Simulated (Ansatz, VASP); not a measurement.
# LiCl: VASP beside Ansatz

The input POSCAR:

```
LiCl
1.0
    0.0000000000      2.5560369889      2.5560369889
    2.5560369889      0.0000000000      2.5560369889
    2.5560369889      2.5560369889      0.0000000000
Li Cl
1 1
Direct
    0.0000000000      0.0000000000      0.0000000000
    0.5000000000      0.5000000000      0.5000000000
```

File INCAR.step1:

```
SYSTEM = LiCl
PREC = Accurate
ENCUT = 520
ISMEAR = 0
SIGMA = 0.01
LREAL = .FALSE.
LASPH = .TRUE.
NELM = 60
NBANDS = 12
GGA = PE
ALGO = Normal
EDIFF = 1E-4
LWAVE = .TRUE.
LCHARG = .FALSE.
```

INCAR.step2

```
SYSTEM = LiCl
PREC = Accurate
ENCUT = 520
EDIFF = 1E-6
ISMEAR = 0
SIGMA = 0.01
LREAL = .FALSE.
LASPH = .TRUE.
NELM = 60
ALGO = Normal
ISIF = 2
LWAVE = .FALSE.
LCHARG = .FALSE.
METAGGA = R2SCAN
LMIXTAU = .TRUE.
NBANDS = 12
ISTART = 1
```

Contents of KPOINTS:

```
Automatic mesh
0
G
  8 8 8
  0 0 0
```

Input for Ansatz:

```yaml
crystal:
  lattice:
    - [0.0, 2.5560369889, 2.5560369889]
    - [2.5560369889, 0.0, 2.5560369889]
    - [2.5560369889, 2.5560369889, 0.0]
  atoms:
    - { symbol: Li, position: [0.0, 0.0, 0.0] }
    - { symbol: Cl, position: [0.5, 0.5, 0.5] }
kpoints:
  mp_grid: { grid: [8, 8, 8] }
  band_path:
    path:
      - [0.0, 0.0, 0.0]
      - [0.5, 0.0, 0.5]
      - [0.625, 0.25, 0.625]
      - [0.375, 0.375, 0.75]
      - [0.5, 0.5, 0.5]
      - [0.5, 0.25, 0.75]
      - [-0.072917, 0.0, 0.072917]
    npoints: 1
hamiltonian:
  xc: r2scan
scf:
  occupations: { method: fixed }
  n_extra_bands: 4
output:
  forces: true
  stress: true
  eigenvalues: true
```

Alike in both runs: task single point; functional r2SCAN; k mesh 8 × 8 × 8; no spin polarisation.

|  | VASP | Ansatz |
| --- | --- | --- |
| version | VASP 6.6.1 | Ansatz 0.2.0 |
| potentials or method | VASP PAW PBE potentials, release 64 (Li_sv, Cl) | plane waves, PAW |
| plane-wave cutoff (eV) | 520 | 500 |
| occupations | gaussian, width 0.01 eV | fixed |
| valence electrons in the cell | 10 | 10 |

```csv
,VASP,Ansatz,Ansatz less VASP
gap on the k mesh at the Fermi level (eV),7.36,7.29,-0.069
```

VASP's potentials were made for PBE, not for r2SCAN.

Noted on VASP's run: the cutoff is short for stress, so the pressure is rough.
